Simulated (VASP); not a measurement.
Wanted: the native input for a VASP 6.6.1 run.

```
Task                   : relaxation of cell and atoms
Functional             : PBE
Potentials or basis    : VASP PAW PBE potentials, release 64 (Al, Ga_d, Sb)
Cutoff                 : 600 eV
k mesh                 : 10 × 10 × 6
Occupations            : gaussian, width 0.1 eV
Spin                   : no spin polarisation
Dipole correction      : no
Further INCAR settings : ALGO = Normal; EDIFF = 1e-07; IBRION = 2; EDIFFG = -0.01; NSW = 100; ISIF = 3
```

The structure of AlGa2Sb3 lies in POSCAR:

```
AlGa2Sb3
1.0
    4.2247138221      0.0000000000      0.0000000000
    0.0000000000      4.2247138221      0.0000000000
    0.0000000000      0.0000000000      8.1839401811
Al Ga Sb
1 2 3
Direct
    0.0000000000      0.0000000000      0.9569781663
    0.5000000000      0.0000000000      0.2202008859
    0.0000000000      0.5000000000      0.2202008859
    0.5000000000      0.5000000000      0.9338231142
    0.5000000000      0.5000000000      0.5178329257
    0.0000000000      0.0000000000      0.6117890220
```

The cell was generated, and may not be a known phase.

The input as run:

INCAR

```
SYSTEM = AlGa2Sb3
ALGO     = Normal         ! electronic algorithm
EDIFF    = 1E-7           ! SCF threshold, eV
EDIFFG   = -0.01          ! ionic threshold
ENCUT    = 600            ! plane-wave cutoff, eV
GGA      = PE             ! functional
IBRION   = 2              ! ionic algorithm
ISIF     = 3              ! what is computed and relaxed
ISMEAR   = 0              ! smearing method
LASPH    = .True.         ! aspherical terms in the spheres
LCHARG   = .False.        ! write CHGCAR
LREAL    = .False.        ! projectors in reciprocal space
LWAVE    = .False.        ! write WAVECAR
NELM     = 60             ! most SCF steps
NSW      = 100            ! ionic steps
PREC     = Accurate       ! precision mode
SIGMA    = 0.1            ! smearing width, eV
```

KPOINTS

```
k-points
0
Gamma
  10 10 6
  0 0 0
```

Potentials or basis: VASP PAW PBE potentials, release 64 (Al, Ga_d, Sb).

Launch:

```bash
$ cat potpaw_PBE.64/Al/POTCAR potpaw_PBE.64/Ga_d/POTCAR potpaw_PBE.64/Sb/POTCAR > POTCAR
$ mpirun -np 1 vasp_std > vasp.out
```

Results of the run:

```
Relaxed volume                        : 24.62 Å³/atom
Relaxed cell                          : a = 4.145 Å, b = 4.145 Å, c = 8.595 Å, α = 90.00°, β = 90.00°, γ = 90.00°
Space group after relaxing (to 0.1 Å) : P4mm (No. 99)
Energy gained by relaxing             : 4.5 meV/atom
Ionic steps                           : 32
Pressure after relaxing               : 0.0 GPa
Largest force after relaxing          : 0.007 eV/Å
Band gap on the k mesh                : zero (bands 22 and 23 overlap by 2.61 eV)
```

Caveat: spin-orbit coupling is left out, which moves the levels of the heavy elements.

It took 61 min on 1 thread of AMD EPYC 9R45 96-Core Processor (Zen 5), with other jobs on the host, peak memory 0.57 GiB.
